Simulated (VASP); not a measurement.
Set up this calculation in VASP 6.6.1, as the native input.

```yaml
Task: relaxation of cell and atoms
Functional: PBE
Potentials_or_basis: VASP PAW PBE potentials, release 64 (Na_pv, Al, O)
Cutoff: 600 eV
k_mesh: 12 × 12 × 12
Occupations: gaussian, width 0.1 eV
Spin: no spin polarisation
Dipole_correction: no
Further_INCAR_settings: ALGO = Normal; EDIFF = 1e-06; IBRION = 2; EDIFFG = -0.01; NSW = 100; ISIF = 3
```

The structure of NaAl2O3 lies in POSCAR:

```
NaAl2O3
1.0
   -1.8614263228      1.8614263228      5.0353586969
    1.8614263228     -1.8614263228      5.0353586969
    1.8614263228      1.8614263228     -5.0353586969
Na Al O
1 2 3
Direct
    0.5000000000      0.5000000000      0.0000000000
    0.8216689432      0.8216689432      0.0000000000
    0.1783310568      0.1783310568      0.0000000000
    0.2500000000      0.7500000000      0.5000000000
    0.7500000000      0.2500000000      0.5000000000
    0.0000000000      0.0000000000      0.0000000000
```

The cell was generated, and may not be a known phase.

One way to write it, as run:

INCAR

```
  PREC = Accurate
  ENCUT = 600
  EDIFF = 1E-6
  ISMEAR = 0
  SIGMA = 0.1
  LREAL = F
  LASPH = T
  NELM = 100
  ALGO = Normal
  ISIF = 3
  LWAVE = F
  LCHARG = F
  GGA = PE
  IBRION = 2
  NSW = 100
  EDIFFG = -0.01
```

KPOINTS

```
regular mesh
0
Gamma
  12 12 12
```

Potentials or basis: VASP PAW PBE potentials, release 64 (Na_pv, Al, O).

The run is started by

```bash
$ cat potpaw_PBE.64/Na_pv/POTCAR potpaw_PBE.64/Al/POTCAR potpaw_PBE.64/O/POTCAR > POTCAR
$ mpirun -np 1 vasp_std > vasp.out
```

Results of the run:

```yaml
Relaxed_volume: 11.62 Å³/atom
Relaxed_cell: a = 5.702 Å, b = 5.702 Å, c = 5.702 Å, α = 142.02°, β = 142.02°, γ = 54.80°
Space_group_after_relaxing_to_0.1_Å: I4/mmm (No. 139)
Energy_gained_by_relaxing: 0.1 meV/atom
Ionic_steps: 9
Pressure_after_relaxing: 0.0 GPa
Band_gap_on_the_k_mesh: zero (an odd number of electrons rules out a gap without spin polarisation)
```

Caveat: an odd number of electrons without spin polarisation forces a metal; a magnetic or distorted state may lie lower.

It took 26 min on 1 thread of Intel(R) Xeon(R) Platinum 8259CL CPU @ 2.50GHz (Skylake/Cascade Lake), on a shared host, peak memory 0.5 GiB.
